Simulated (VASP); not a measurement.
Li2O: single point with LDA

Li2O:

```
Li O
1.0
     0.00000    2.24673    2.24673
     2.24673    0.00000    2.24673
     2.24673    2.24673    0.00000
Li O
2 1
Direct
  0.25000 0.25000 0.25000
  0.75000 0.75000 0.75000
  0.00000 0.00000 0.00000
```

```json
{
  "Program": "VASP 6.6.1",
  "Task": "single point",
  "Functional": "LDA",
  "Potentials or basis": "VASP PAW LDA potentials, release 64 (Li_sv, O)",
  "Cutoff": "750 eV",
  "k mesh": "7 × 7 × 7",
  "Occupations": "gaussian, width 0.01 eV",
  "Spin": "no spin polarisation"
}
```

* Pressure: -0.3 GPa
* Band gap on the k mesh: 5.14 eV (least direct gap 5.89 eV)

Levels at points of the mesh, in eV from the valence-band top:
| k point | band 3 | band 4 | band 5 | band 6 | band 7 | band 8 | band 9 | band 10 |
| --- | --- | --- | --- | --- | --- | --- | --- | --- |
| (0.00, 0.00, 0.00) | -15.23 | 0.00 | 0.00 | 0.00 | 5.89 | 12.05 | 12.05 | 12.05 |

Wall time 15 s on 1 thread of AMD EPYC 7R43 64-Core Processor (Zen 3), on a shared host, peak memory 0.1 GiB.

Caveat: an odd mesh through Γ misses points on the zone boundary, where band edges can lie.
